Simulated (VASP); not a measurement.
# CdS (R3m) in VASP: single point with r2SCAN

Aim: the single point of CdS with r2SCAN.

Everything below comes from runs of VASP 6.6.1. Logs are shortened: lines on timing, memory, paths and dates and some standing lists are left out, and cuts for length are marked.

### 1 The cell of the first run

It takes space group R3m (No. 160, trigonal). Conventional cell: a = 4.323 Å, b = 4.323 Å, c = 9.823 Å, α = 90.00°, β = 90.00°, γ = 120.00°. Within 3.4 Å of Cd (site symmetry 3m) lie 4 S at 2.56 to 2.60 Å. Within 3.4 Å of S (site symmetry 3m) lie 4 Cd at 2.56 to 2.60 Å.

### 2 Single point, r2SCAN (epitaxial 111 strain +4.0%)

POSCAR reads:

```
CdS
1.0
   -0.1473944091      2.9093890208      2.9093890208
    2.9093890208     -0.1473944091      2.9093890208
    2.9093890208      2.9093890208     -0.1473944091
Cd S
1 1
Direct
   -0.0052805992     -0.0052805992     -0.0052805992
    0.2552805992      0.2552805992      0.2552805992
```

INCAR.step1 reads:

```
SYSTEM = CdS
PREC     = Accurate       ! precision mode
ENCUT    = 700            ! plane-wave cutoff, eV
ISMEAR   = 0              ! smearing method
SIGMA    = 0.01           ! smearing width, eV
LREAL    = .FALSE.        ! projectors in reciprocal space
LASPH    = .TRUE.         ! aspherical terms in the spheres
NELM     = 120            ! most SCF steps
NBANDS   = 20             ! bands
GGA      = PE             ! functional
ALGO     = Normal         ! electronic algorithm
EDIFF    = 1E-5           ! SCF threshold, eV
LWAVE    = .TRUE.         ! write WAVECAR
LCHARG   = .FALSE.        ! write CHGCAR
GGA_COMPAT= .FALSE.
```

INCAR.step2 reads:

```
SYSTEM = CdS
PREC     = Accurate       ! precision mode
ENCUT    = 700            ! plane-wave cutoff, eV
EDIFF    = 1E-6           ! SCF threshold, eV
ISMEAR   = 0              ! smearing method
SIGMA    = 0.01           ! smearing width, eV
LREAL    = .FALSE.        ! projectors in reciprocal space
LASPH    = .TRUE.         ! aspherical terms in the spheres
NELM     = 120            ! most SCF steps
ALGO     = Normal         ! electronic algorithm
ISIF     = 2              ! what is computed and relaxed
LWAVE    = .FALSE.        ! write WAVECAR
LCHARG   = .FALSE.        ! write CHGCAR
METAGGA  = R2SCAN         ! meta-GGA
LMIXTAU  = .TRUE.       
NBANDS   = 20             ! bands
ISTART   = 1            
GGA_COMPAT= .FALSE.
```

KPOINTS reads:

```
Automatic mesh
0
G
  8 8 8
  0 0 0
```

Potentials or basis: VASP PAW PBE potentials, release 64 (Cd_sv_GW, S).

Launch:

```console
$ cat potpaw_PBE.64/Cd_sv_GW/POTCAR potpaw_PBE.64/S/POTCAR > POTCAR
$ cp INCAR.step1 INCAR
$ mpirun -np 1 vasp_std > vasp.out
$ cp INCAR.step2 INCAR
$ mpirun -np 1 vasp_std > vasp.out
```

OUTCAR:

```text
SYSTEM = CdS
   PREC = Accurate
   ENCUT = 700
   EDIFF = 1E-6
   ISMEAR = 0
   LREAL = .FALSE.
   LASPH = .TRUE.
   NELM = 120
   ISIF = 2
   METAGGA = R2SCAN
   ISTART = 1

 ion  position               nearest neighbor table
   1  0.995  0.995  0.995-   2 2.56   2 2.60   2 2.60   2 2.60
   2  0.255  0.255  0.255-   1 2.56   1 2.60   1 2.60   1 2.60

  LATTYP: Found a trigonal (rhomboedric) cell.
 ALAT       =     4.1171366337
 COS(alpha) =     0.4487624663

  Lattice vectors:

 A1 = (  -0.1473944091,   2.9093890208,   2.9093890208)
 A2 = (   2.9093890208,  -0.1473944091,   2.9093890208)
 A3 = (   2.9093890208,   2.9093890208,  -0.1473944091)

Analysis of symmetry for initial positions (statically):
=====================================================================
 Subroutine PRICEL returns:
 Original cell was already a primitive cell.

 Routine SETGRP: Setting up the symmetry group for a
 trigonal (rhombohedral) supercell.

 Subroutine GETGRP returns: Found  6 space group operations
 (whereof  6 operations were pure point group operations)
 out of a pool of 12 trial point group operations.

The static configuration has the point symmetry C_3v.

Analysis of symmetry for dynamics (positions and initial velocities):
=====================================================================
 Subroutine PRICEL returns:
 Original cell was already a primitive cell.

 Routine SETGRP: Setting up the symmetry group for a
 trigonal (rhombohedral) supercell.

 Subroutine GETGRP returns: Found  6 space group operations
 (whereof  6 operations were pure point group operations)
 out of a pool of 12 trial point group operations.

The dynamic configuration has the point symmetry C_3v.

 Subroutine INISYM returns: Found  6 space group operations
 (whereof  6 operations are pure point group operations),
 and found     1 'primitive' translations

----------------------------------------------------------------------------------------

                                     Primitive cell

  volume of cell :      52.9930

  direct lattice vectors                    reciprocal lattice vectors
    -0.147394409  2.909389021  2.909389021    -0.159319572  0.167821694  0.167821694
     2.909389021 -0.147394409  2.909389021     0.167821694 -0.159319572  0.167821694
     2.909389021  2.909389021 -0.147394409     0.167821694  0.167821694 -0.159319572

  length of vectors
     4.117136634  4.117136634  4.117136634     0.285851304  0.285851304  0.285851304

  position of ions in fractional coordinates (direct lattice)
     0.994719401  0.994719401  0.994719401
     0.255280599  0.255280599  0.255280599

  ion indices of the primitive-cell ions
   primitive index   ion index
                 1           1
                 2           2

----------------------------------------------------------------------------------------

 KPOINTS: Automatic mesh

Automatic generation of k-mesh.
 Grid dimensions read from file:
 generate k-points for:    8    8    8

 Generating k-lattice:

  Cartesian coordinates                     Fractional coordinates (reciprocal lattice)
    -0.019914946  0.020977712  0.020977712     0.125000000  0.000000000  0.000000000
     0.020977712 -0.019914946  0.020977712     0.000000000  0.125000000  0.000000000
     0.020977712  0.020977712 -0.019914946     0.000000000  0.000000000  0.125000000

  Length of vectors
     0.035731413  0.035731413  0.035731413

  Shift w.r.t. Gamma in fractional coordinates (k-lattice)
     0.000000000  0.000000000  0.000000000

 Subroutine IBZKPT returns following result:
 ===========================================

 Found     65 irreducible k-points:

 Following reciprocal coordinates:
            Coordinates               Weight
  0.000000  0.000000  0.000000      1.000000
  0.125000  0.000000 -0.000000      6.000000
  0.250000  0.000000 -0.000000      6.000000
  0.375000  0.000000 -0.000000      6.000000
  0.500000  0.000000 -0.000000      3.000000
  0.125000  0.125000  0.000000      6.000000
[... 16 lines left out ...]
  0.250000  0.125000  0.125000      6.000000
  0.375000  0.125000  0.125000      6.000000
 [... further k-points ...]
   k-points           NKPTS =     65   k-points in BZ     NKDIM =     65   number of bands    NBANDS=     20
   number of dos      NEDOS =    301   number of ions     NIONS =      2
   total plane-waves  NPLWV =  46656
   dimension x,y,z NGX =    36 NGY =   36 NGZ =   36
   dimension x,y,z NGXF=    72 NGYF=   72 NGZF=   72
   ions per type =               1   1
   NGX,Y,Z   is equivalent  to a cutoff of  14.54, 14.54, 14.54 a.u.
   NGXF,Y,Z  is equivalent  to a cutoff of  29.07, 29.07, 29.07 a.u.
 SYSTEM =  CdS
   PREC   = accura    normal or accurate (medium, high low for compatibility)
   ISTART =      1    job   : 0-new  1-cont  2-samecut
   ICHARG =      0    charge: 1-file 2-atom 10-const
   ISPIN  =      1    spin polarized calculation?
   LNONCOLLINEAR =      F non collinear calculations
   LSORBIT =      F    spin-orbit coupling
   LASPH  =      T    aspherical Exc in radial PAW
   ENCUT  =  700.0 eV  51.45 Ry    7.17 a.u.   8.88  8.88  8.88*2*pi/ulx,y,z
   NELM   =    120;   NELMIN=  2; NELMDL=  0     # of ELM steps
   EDIFF  = 0.1E-05   stopping-criterion for ELM
   LREAL  =      F    real-space projection
   EDIFFG = 0.1E-04   stopping-criterion for IOM
   NSW    =      0    number of steps for IOM
   IBRION =     -1    ionic relax: 0-MD 1-quasi-New 2-CG
   NFREE  =      0    steps in history (QN), initial steepest desc. (CG)
   ISIF   =      2    stress and relaxation
   ISYM   =      2    0-nonsym 1-usesym 2-fastsym
   POTIM  = 0.5000    time-step for ionic-motion
   TEBEG  =    0.0;   TEEND  =   0.0 temperature during run
   PSTRESS=    0.0 pullay stress
   NELECT =      26.0000    total number of electrons
   NUPDOWN=      -1.0000    fix difference up-down
   EMIN   =  10.00;   EMAX   =-10.00  energy-range for DOS
   EFERMI =   0.00;   METHOD = LEGACY
   ISMEAR =     0;   SIGMA  =   0.01  broadening in eV -4-tet -1-fermi 0-gaus
   EFERMI_NEDOS =   21; number of points for ismear=-14 and -15
   IALGO  =     38    algorithm
   IMIX   =      4    mixing-type and parameters
     AMIX     =   0.40;   BMIX     =  1.00
     AMIX_MAG =   1.60;   BMIX_MAG =  1.00
  volume/ion in A,a.u.               =      26.50       178.81
  Fermi-wavevector in a.u.,A,eV,Ry     =   1.291199  2.440012 22.683561  1.667195
  Thomas-Fermi vector in A             =   2.422984
   LORBIT       =      0    0 simple, 1 ext, 2 COOP (PROOUT), +10 PAW based schemes
   METAGGA = R2SCAN    functional components
   LHFCALC =     F    Hartree Fock is set to
   AEXX    =    0.0000 exact exchange contribution
   IVDW    =     0    specifies the selected vdW correction
   LEPSILON=     F    determine dielectric tensor
   LRPA    =     F    only Hartree local field effects (RPA)
 non-spin polarized calculation
 Gauss-broadening in eV      SIGMA  =   0.01
  energy-cutoff  :      700.00
  volume of cell :       52.99
 maximum number of plane-waves:      2252
   NGX = 17   NGY = 17   NGZ = 17

 number of electron      25.9999996 magnetization

 Free energy of the ion-electron system (eV)
  ---------------------------------------------------
  ext. energy  EPLUGINS =         0.00000000
  ---------------------------------------------------
  free energy    TOTEN  =       -29.69977193 eV

  energy without entropy =      -29.69977193  energy(sigma->0) =      -29.69977193

 E-fermi :   2.3125     XC(G=0):  -9.5293

 val. band max:        2.0752268213   @ k =   0.0000   0.0000   0.0000
 cond. band min:       3.3346956625   @ k =   0.0000   0.0000   0.0000
 fundamental gap:      1.2594688413
 Fermi energy:         2.3125349880

 k-point     1 :       0.0000    0.0000    0.0000
  band No.  band energies     occupation
      1    -102.0804      2.00000
      2     -62.2424      2.00000
      3     -62.2371      2.00000
      4     -62.2371      2.00000
      5     -10.5063      2.00000
      6      -5.8467      2.00000
[... 12 lines left out ...]
     19      13.8679      0.00000
     20      13.8679      0.00000

 k-point     2 :       0.1250    0.0000   -0.0000
  band No.  band energies     occupation
      1    -102.0804      2.00000
      2     -62.2424      2.00000
      3     -62.2372      2.00000
      4     -62.2371      2.00000
      5     -10.4538      2.00000
      6      -5.8273      2.00000
[... 12 lines left out ...]
     19      13.3676      0.00000
     20      14.2405      0.00000

 k-point     3 :       0.2500    0.0000   -0.0000
  band No.  band energies     occupation
      1    -102.0804      2.00000
      2     -62.2424      2.00000
      3     -62.2373      2.00000
      4     -62.2371      2.00000
      5     -10.3261      2.00000
      6      -5.7838      2.00000
[... 12 lines left out ...]
     19      13.3192      0.00000
     20      13.6800      0.00000

 k-point     4 :       0.3750    0.0000   -0.0000
  band No.  band energies     occupation
      1    -102.0804      2.00000
      2     -62.2425      2.00000
      3     -62.2374      2.00000
      4     -62.2372      2.00000
      5     -10.1977      2.00000
      6      -5.7473      2.00000
[... 12 lines left out ...]
     19      13.3725      0.00000
     20      14.2945      0.00000

 k-point     5 :       0.5000    0.0000   -0.0000
  band No.  band energies     occupation
      1    -102.0804      2.00000
      2     -62.2425      2.00000
      3     -62.2375      2.00000
      4     -62.2372      2.00000
      5     -10.1446      2.00000
      6      -5.7367      2.00000
[... 12 lines left out ...]
     19      14.2851      0.00000
     20      14.8028      0.00000

 k-point     6 :       0.1250    0.1250    0.0000
  band No.  band energies     occupation
      1    -102.0804      2.00000
      2     -62.2424      2.00000
      3     -62.2372      2.00000
      4     -62.2372      2.00000
      5     -10.4333      2.00000
      6      -5.8108      2.00000
[... 12 lines left out ...]
     19      13.9612      0.00000
     20      14.7144      0.00000

 k-point     7 :       0.2500    0.1250    0.0000
  band No.  band energies     occupation
      1    -102.0804      2.00000
      2     -62.2425      2.00000
      3     -62.2373      2.00000
      4     -62.2372      2.00000
      5     -10.3289      2.00000
      6      -5.7780      2.00000
[... 12 lines left out ...]
     19      13.9057      0.00000
     20      14.8715      0.00000
[... 277 lines left out ...]
 k-point    20 :      -0.3750    0.3750    0.0000
  band No.  band energies     occupation
      1    -102.0804      2.00000
      2     -62.2427      2.00000
      3     -62.2374      2.00000
      4     -62.2373      2.00000
      5     -10.0327      2.00000
      6      -5.6582      2.00000
[... 12 lines left out ...]
     19      14.4984      0.00000
     20      16.2549      0.00000

 k-point    21 :       0.5000    0.5000    0.0000
  band No.  band energies     occupation
      1    -102.0804      2.00000
      2     -62.2427      2.00000
      3     -62.2374      2.00000
      4     -62.2373      2.00000
      5     -10.0153      2.00000
      6      -5.6355      2.00000
[... 12 lines left out ...]
     19      14.6975      0.00000
     20      15.6016      0.00000

 k-point    22 :       0.1250    0.1250    0.1250
  band No.  band energies     occupation
      1    -102.0804      2.00000
      2     -62.2424      2.00000
      3     -62.2371      2.00000
      4     -62.2371      2.00000
      5     -10.4445      2.00000
      6      -5.8240      2.00000
[... 12 lines left out ...]
     19      13.0799      0.00000
     20      13.9661      0.00000

 k-point    23 :       0.2500    0.1250    0.1250
  band No.  band energies     occupation
      1    -102.0804      2.00000
      2     -62.2425      2.00000
      3     -62.2372      2.00000
      4     -62.2371      2.00000
      5     -10.3628      2.00000
      6      -5.8012      2.00000
[... 12 lines left out ...]
     19      13.2159      0.00000
     20      14.9518      0.00000

 k-point    24 :       0.3750    0.1250    0.1250
  band No.  band energies     occupation
      1    -102.0804      2.00000
      2     -62.2426      2.00000
      3     -62.2373      2.00000
      4     -62.2372      2.00000
      5     -10.2354      2.00000
      6      -5.7541      2.00000
[... 12 lines left out ...]
     19      14.2312      0.00000
     20      14.8425      0.00000

 [... further k-points ...]
[... 5 lines left out ...]
  --------------------------------------------------------------------------------------
  -------------------------------------------------------------------------------------
  Total       -0.8575895     -0.8575895     -0.8575895      0.4134058      0.4134058      0.4134058
  in kB      -25.9281571    -25.9281571    -25.9281571     12.4988147     12.4988147     12.4988147
  external PRESSURE =     -25.9281571 kB  Pullay stress =       0.0000000 kB

 VOLUME and BASIS-vectors are now :
 -----------------------------------------------------------------------------
  energy-cutoff  :      700.00
  volume of cell :       52.99
      direct lattice vectors                 reciprocal lattice vectors
    -0.147394409  2.909389021  2.909389021    -0.159319572  0.167821694  0.167821694
     2.909389021 -0.147394409  2.909389021     0.167821694 -0.159319572  0.167821694
     2.909389021  2.909389021 -0.147394409     0.167821694  0.167821694 -0.159319572

 POSITION                                       TOTAL-FORCE (eV/Angst)
 -----------------------------------------------------------------------------------
      5.64144      5.64144      5.64144         0.001408      0.001408      0.001408
      1.44779      1.44779      1.44779        -0.001408     -0.001408     -0.001408
 -----------------------------------------------------------------------------------
    total drift:                                0.000184      0.000184      0.000183

  FREE ENERGIE OF THE ION-ELECTRON SYSTEM (eV)
  ---------------------------------------------------
  free  energy   TOTEN  =       -29.6997719263 eV

  energy  without entropy=      -29.6997719263  energy(sigma->0) =      -29.69977193
```

It took 5.4 min on 1 thread of AMD EPYC 7R13 (Zen 3), shared host; peak memory 0.28 GiB.

What came out:

```yaml
Free_energy: -29.6998 eV
Pressure: -2.6 GPa
Band_gap_on_the_k_mesh: 1.26 eV
```

Forces in eV/Å, atoms in the order of the input:
```
Cd   0.001  0.001  0.001
S   -0.001 -0.001 -0.001
```

Caveat: the cell differs from its parent crystal (epitaxial 111 strain +4.0%); the structure was generated, so it needn't be the stable form of CdS; the PAW data sets were made with another functional, which shifts forces and pressure a little.
